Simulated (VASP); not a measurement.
# SiC (P3m1) in VASP: notebook

The runs below take SiC through single point, with PBE.

All numbers are computed with VASP 6.6.1; they aren't measurements. Logs are shortened: lines on timing, memory, paths and dates and some standing lists are left out, and cuts for length are marked.

## 1. The cell of the first run

It takes space group P3m1 (No. 156, trigonal). The conventional cell has a = 3.069 Å, b = 3.069 Å, c = 15.060 Å, α = 90.00°, β = 90.00°, γ = 120.00°. Within 2.5 Å of Si (site symmetry 3m) lie 4 C at 1.89 to 1.90 Å. Si (site symmetry 3m) has 4 C at 1.87 to 1.88 Å within 2.5 Å. Within 2.5 Å of Si (site symmetry 3m) lie 4 C at 1.87 Å. Si (site symmetry 3m) has 4 C at 1.88 to 1.90 Å within 2.5 Å. Si (site symmetry 3m) has 4 C at 1.87 Å within 2.5 Å. Within 2.5 Å of Si (site symmetry 3m) lie 4 C at 1.88 to 1.90 Å. Within 2.5 Å of C (site symmetry 3m) lie 4 Si at 1.87 to 1.90 Å. C (site symmetry 3m) has 4 Si at 1.87 to 1.88 Å within 2.5 Å.

## 2. Single point, PBE (atoms displaced along a vibrational mode, the cell strained)

Contents of INCAR:

```
  ALGO = Normal
  EDIFF = 1E-6
  ENCUT = 520
  GGA = PE
  ISIF = 2
  ISMEAR = 0
  LASPH = T
  LCHARG = F
  LREAL = F
  LWAVE = F
  NBANDS = 36
  NELM = 60
  PREC = Accurate
  SIGMA = 0.05
```

Contents of KPOINTS:

```
k-points
0
Gamma
  12 12 2
```

Contents of POSCAR:

```
SiC
1.0
    3.0692496138      0.0000000000      0.0000000000
   -1.5346248069      2.6580481361      0.0000000000
    0.0000000000      0.0000000000     15.0602705466
Si C
6 6
Direct
    0.0000000000      0.0000000000      0.1250405817
    0.0000000000      0.0000000000      0.6250393361
    0.3333333333      0.6666666667      0.2918410209
    0.6666666667      0.3333333333      0.7917935669
    0.3333333333      0.6666666667      0.9583303597
    0.6666666667      0.3333333333      0.4582887901
    0.0000000000      0.0000000000      0.9987138814
    0.0000000000      0.0000000000      0.5006630044
    0.3333333333      0.6666666667      0.1677389114
    0.6666666667      0.3333333333      0.6659201616
    0.3333333333      0.6666666667      0.8342543950
    0.6666666667      0.3333333333      0.3323759906
```

Potentials or basis: VASP PAW PBE potentials, release 64 (Si, C).

The run is started by

```bash
> cat potpaw_PBE.64/Si/POTCAR potpaw_PBE.64/C/POTCAR > POTCAR
> mpirun -np 1 vasp_std > vasp.out
```

OUTCAR:

```text
EDIFF = 1E-6
   ENCUT = 520
   GGA = PE
   ISIF = 2
   ISMEAR = 0
   LASPH = T
   LREAL = F
   NELM = 60
   PREC = Accurate

 ion  position               nearest neighbor table
   1  0.000  0.000  0.125-   9 1.89   9 1.89   9 1.89   7 1.90   5 3.07   5 3.07   5 3.07   3 3.07
                             3 3.07   3 3.07
   2  0.000  0.000  0.625-   8 1.87  10 1.88  10 1.88  10 1.88   6 3.07   6 3.07   6 3.07   4 3.07
                             4 3.07   4 3.07
   3  0.333  0.667  0.292-   9 1.87  12 1.87  12 1.87  12 1.87   6 3.07   6 3.07   6 3.07   1 3.07
                             1 3.07   1 3.07
   4  0.667  0.333  0.792-  11 1.88  11 1.88  11 1.88  10 1.90   5 3.07   5 3.07   5 3.07   2 3.07
                             2 3.07   2 3.07
   5  0.333  0.667  0.958-  11 1.87   7 1.87   7 1.87   7 1.87   4 3.07   4 3.07   4 3.07   1 3.07
                             1 3.07   1 3.07
   6  0.667  0.333  0.458-   8 1.88   8 1.88   8 1.88  12 1.90   3 3.07   3 3.07   3 3.07   2 3.07
                             2 3.07   2 3.07
   7  0.000  0.000  0.999-   5 1.87   5 1.87   5 1.87   1 1.90
   8  0.000  0.000  0.501-   2 1.87   6 1.88   6 1.88   6 1.88
   9  0.333  0.667  0.168-   3 1.87   1 1.89   1 1.89   1 1.89
  10  0.667  0.333  0.666-   2 1.88   2 1.88   2 1.88   4 1.90
  11  0.333  0.667  0.834-   5 1.87   4 1.88   4 1.88   4 1.88
  12  0.667  0.333  0.332-   3 1.87   3 1.87   3 1.87   6 1.90

  LATTYP: Found a hexagonal cell.
 ALAT       =     3.0692496138
 C/A-ratio  =     4.9068249382

  Lattice vectors:

 A1 = (   3.0692496138,   0.0000000000,   0.0000000000)
 A2 = (  -1.5346248069,   2.6580481361,   0.0000000000)
 A3 = (   0.0000000000,   0.0000000000,  15.0602705466)

Analysis of symmetry for initial positions (statically):
=====================================================================
 Subroutine PRICEL returns:
 Original cell was already a primitive cell.

 Routine SETGRP: Setting up the symmetry group for a
 hexagonal supercell.

 Subroutine GETGRP returns: Found  6 space group operations
 (whereof  6 operations were pure point group operations)
 out of a pool of 24 trial point group operations.

The static configuration has the point symmetry C_3v.

Analysis of symmetry for dynamics (positions and initial velocities):
=====================================================================
 Subroutine PRICEL returns:
 Original cell was already a primitive cell.

 Routine SETGRP: Setting up the symmetry group for a
 hexagonal supercell.

 Subroutine GETGRP returns: Found  6 space group operations
 (whereof  6 operations were pure point group operations)
 out of a pool of 24 trial point group operations.

The dynamic configuration has the point symmetry C_3v.

 Subroutine INISYM returns: Found  6 space group operations
 (whereof  6 operations are pure point group operations),
 and found     1 'primitive' translations

----------------------------------------------------------------------------------------

                                     Primitive cell

  volume of cell :     122.8649

  direct lattice vectors                    reciprocal lattice vectors
     3.069249614  0.000000000  0.000000000     0.325812536  0.188107955  0.000000000
    -1.534624807  2.658048136  0.000000000     0.000000000  0.376215911  0.000000000
     0.000000000  0.000000000 15.060270547     0.000000000  0.000000000  0.066399870

  length of vectors
     3.069249614  3.069249614 15.060270547     0.376215911  0.376215911  0.066399870

  position of ions in fractional coordinates (direct lattice)
     0.000000000  0.000000000  0.125040582
     0.000000000  0.000000000  0.625039336
     0.333333333  0.666666667  0.291841021
     0.666666667  0.333333333  0.791793567
     0.333333333  0.666666667  0.958330360
     0.666666667  0.333333333  0.458288790
     0.000000000  0.000000000  0.998713881
     0.000000000  0.000000000  0.500663004
     0.333333333  0.666666667  0.167738911
     0.666666667  0.333333333  0.665920162
     0.333333333  0.666666667  0.834254395
     0.666666667  0.333333333  0.332375991

  ion indices of the primitive-cell ions
   primitive index   ion index
                 1           1
                 2           2
                 3           3
                 4           4
                 5           5
                 6           6
                 7           7
                 8           8
                 9           9
                10          10
                11          11
                12          12

----------------------------------------------------------------------------------------

 KPOINTS: k-points

Automatic generation of k-mesh.
 Grid dimensions read from file:
 generate k-points for:   12   12    2

 Generating k-lattice:

  Cartesian coordinates                     Fractional coordinates (reciprocal lattice)
     0.027151045  0.015675663  0.000000000     0.083333333 -0.000000000  0.000000000
     0.000000000  0.031351326  0.000000000     0.000000000  0.083333333  0.000000000
     0.000000000  0.000000000  0.033199935     0.000000000  0.000000000  0.500000000

  Length of vectors
     0.031351326  0.031351326  0.033199935

  Shift w.r.t. Gamma in fractional coordinates (k-lattice)
     0.000000000  0.000000000  0.000000000

 Subroutine IBZKPT returns following result:
 ===========================================

 Found     38 irreducible k-points:

 Following reciprocal coordinates:
            Coordinates               Weight
  0.000000  0.000000  0.000000      1.000000
  0.083333 -0.000000  0.000000      6.000000
  0.166667 -0.000000  0.000000      6.000000
  0.250000  0.000000  0.000000      6.000000
  0.333333 -0.000000  0.000000      6.000000
  0.416667  0.000000  0.000000      6.000000
[... 16 lines left out ...]
  0.250000  0.000000  0.500000      6.000000
  0.333333 -0.000000  0.500000      6.000000
 [... further k-points ...]
   k-points           NKPTS =     38   k-points in BZ     NKDIM =     38   number of bands    NBANDS=     36
   number of dos      NEDOS =    301   number of ions     NIONS =     12
   total plane-waves  NPLWV =  64512
   dimension x,y,z NGX =    24 NGY =   24 NGZ =  112
   dimension x,y,z NGXF=    48 NGYF=   48 NGZF=  224
   ions per type =               6   6
   NGX,Y,Z   is equivalent  to a cutoff of  13.00, 13.00, 12.36 a.u.
   NGXF,Y,Z  is equivalent  to a cutoff of  26.00, 26.00, 24.73 a.u.
 SYSTEM =  unknown system
   PREC   = accura    normal or accurate (medium, high low for compatibility)
   ISTART =      0    job   : 0-new  1-cont  2-samecut
   ICHARG =      2    charge: 1-file 2-atom 10-const
   ISPIN  =      1    spin polarized calculation?
   LNONCOLLINEAR =      F non collinear calculations
   LSORBIT =      F    spin-orbit coupling
   LASPH  =      T    aspherical Exc in radial PAW
   ENCUT  =  520.0 eV  38.22 Ry    6.18 a.u.   5.71  5.71 28.00*2*pi/ulx,y,z
   NELM   =     60;   NELMIN=  2; NELMDL= -5     # of ELM steps
   EDIFF  = 0.1E-05   stopping-criterion for ELM
   LREAL  =      F    real-space projection
   EDIFFG = 0.1E-04   stopping-criterion for IOM
   NSW    =      0    number of steps for IOM
   IBRION =     -1    ionic relax: 0-MD 1-quasi-New 2-CG
   NFREE  =      0    steps in history (QN), initial steepest desc. (CG)
   ISIF   =      2    stress and relaxation
   ISYM   =      2    0-nonsym 1-usesym 2-fastsym
   POTIM  = 0.5000    time-step for ionic-motion
   TEBEG  =    0.0;   TEEND  =   0.0 temperature during run
   PSTRESS=    0.0 pullay stress
   NELECT =      48.0000    total number of electrons
   NUPDOWN=      -1.0000    fix difference up-down
   EMIN   =  10.00;   EMAX   =-10.00  energy-range for DOS
   EFERMI =   0.00;   METHOD = LEGACY
   ISMEAR =     0;   SIGMA  =   0.05  broadening in eV -4-tet -1-fermi 0-gaus
   EFERMI_NEDOS =   21; number of points for ismear=-14 and -15
   IALGO  =     38    algorithm
   IMIX   =      4    mixing-type and parameters
     AMIX     =   0.40;   BMIX     =  1.00
     AMIX_MAG =   1.60;   BMIX_MAG =  1.00
  volume/ion in A,a.u.               =      10.24        69.09
  Fermi-wavevector in a.u.,A,eV,Ry     =   1.196775  2.261577 19.487233  1.432271
  Thomas-Fermi vector in A             =   2.332707
   LORBIT       =      0    0 simple, 1 ext, 2 COOP (PROOUT), +10 PAW based schemes
   GGA     = PE    functional components
   LHFCALC =     F    Hartree Fock is set to
   AEXX    =    0.0000 exact exchange contribution
   IVDW    =     0    specifies the selected vdW correction
   LEPSILON=     F    determine dielectric tensor
   LRPA    =     F    only Hartree local field effects (RPA)
 non-spin polarized calculation
 Gauss-broadening in eV      SIGMA  =   0.05
  energy-cutoff  :      520.00
  volume of cell :      122.86
 maximum number of plane-waves:      3332
 NGX is ok and might be reduce to    24
   NGX = 11   NGY = 11   NGZ = 57

 number of electron      47.9999998 magnetization

 Free energy of the ion-electron system (eV)
  ---------------------------------------------------
  ext. energy  EPLUGINS =         0.00000000
  ---------------------------------------------------
  free energy    TOTEN  =       -90.30179218 eV

  energy without entropy =      -90.30179218  energy(sigma->0) =      -90.30179218

 E-fermi :   8.4918     XC(G=0): -11.4001

 val. band max:        8.2724701876   @ k =   0.0000   0.0000   0.0000
 cond. band min:      10.2918207593   @ k =   0.5000   0.0000   0.0000
 fundamental gap:      2.0193505716
 Fermi energy:         8.4917938461

 k-point     1 :       0.0000    0.0000    0.0000
  band No.  band energies     occupation
      1      -7.2688      2.00000
      2      -6.7439      2.00000
      3      -6.7070      2.00000
      4      -5.1977      2.00000
      5      -5.1681      2.00000
      6      -3.6624      2.00000
[... 28 lines left out ...]
     35      15.7013      0.00000
     36      15.7774      0.00000
[... 866 lines left out ...]
      6      -2.7142      2.00000
[... 28 lines left out ...]
     35      16.2257      0.00000
     36      16.2322      0.00000

 [... further k-points ...]
[... 5 lines left out ...]
  --------------------------------------------------------------------------------------
  -------------------------------------------------------------------------------------
  Total        4.2801257      4.2801257      4.2862794      0.0000000      0.0000000     -0.0000000
  in kB       55.8135028     55.8135028     55.8937478      0.0000000      0.0000000     -0.0000000
  external PRESSURE =      55.8402511 kB  Pullay stress =       0.0000000 kB

 VOLUME and BASIS-vectors are now :
 -----------------------------------------------------------------------------
  energy-cutoff  :      520.00
  volume of cell :      122.86
      direct lattice vectors                 reciprocal lattice vectors
     3.069249614  0.000000000  0.000000000     0.325812536  0.188107955  0.000000000
    -1.534624807  2.658048136  0.000000000     0.000000000  0.376215911  0.000000000
     0.000000000  0.000000000 15.060270547     0.000000000  0.000000000  0.066399870

 POSITION                                       TOTAL-FORCE (eV/Angst)
 -----------------------------------------------------------------------------------
      0.00000      0.00000      1.88314        -0.000000      0.000000     -0.008908
      0.00000      0.00000      9.41326        -0.000000      0.000000      0.013629
     -0.00000      1.77203      4.39520         0.000000      0.000000     -0.007370
      1.53462      0.88602     11.92463        -0.000000     -0.000000      0.023265
     -0.00000      1.77203     14.43271        -0.000000      0.000000     -0.002938
      1.53462      0.88602      6.90195        -0.000000      0.000000      0.020587
      0.00000      0.00000     15.04090        -0.000000      0.000000      0.449640
      0.00000      0.00000      7.54012        -0.000000     -0.000000     -0.459402
     -0.00000      1.77203      2.52619         0.000000      0.000000     -0.430366
      1.53462      0.88602     10.02894        -0.000000     -0.000000      0.417495
     -0.00000      1.77203     12.56410         0.000000     -0.000000     -0.445567
      1.53462      0.88602      5.00567        -0.000000      0.000000      0.429936
 -----------------------------------------------------------------------------------
    total drift:                               -0.000000     -0.000000      0.000063

  FREE ENERGIE OF THE ION-ELECTRON SYSTEM (eV)
  ---------------------------------------------------
  free  energy   TOTEN  =       -90.3017921764 eV

  energy  without entropy=      -90.3017921764  energy(sigma->0) =      -90.30179218
```

Run time: 60 s. Hardware: 1 thread of Intel Xeon 6975P-C (Granite Rapids), shared host; peak memory 0.29 GiB.

What came out:

```
Free energy            : -90.3018 eV
Pressure               : 5.6 GPa
Largest force          : 0.459 eV/Å
Band gap on the k mesh : 2.02 eV (least direct gap 3.12 eV)
```

Forces in eV/Å, atoms in the order of the input:
```
Si   0.000  0.000 -0.009
Si   0.000  0.000  0.014
Si   0.000  0.000 -0.007
Si   0.000  0.000  0.023
Si   0.000  0.000 -0.003
Si   0.000  0.000  0.021
C    0.000  0.000  0.450
C    0.000  0.000 -0.459
C    0.000  0.000 -0.430
C    0.000  0.000  0.417
C    0.000  0.000 -0.446
C    0.000  0.000  0.430
```

Caveat: the cell differs from its parent crystal (atoms displaced along a vibrational mode, the cell strained); the cell stands under pressure. A k mesh can miss the band edges.

[end of part 1 of 2]
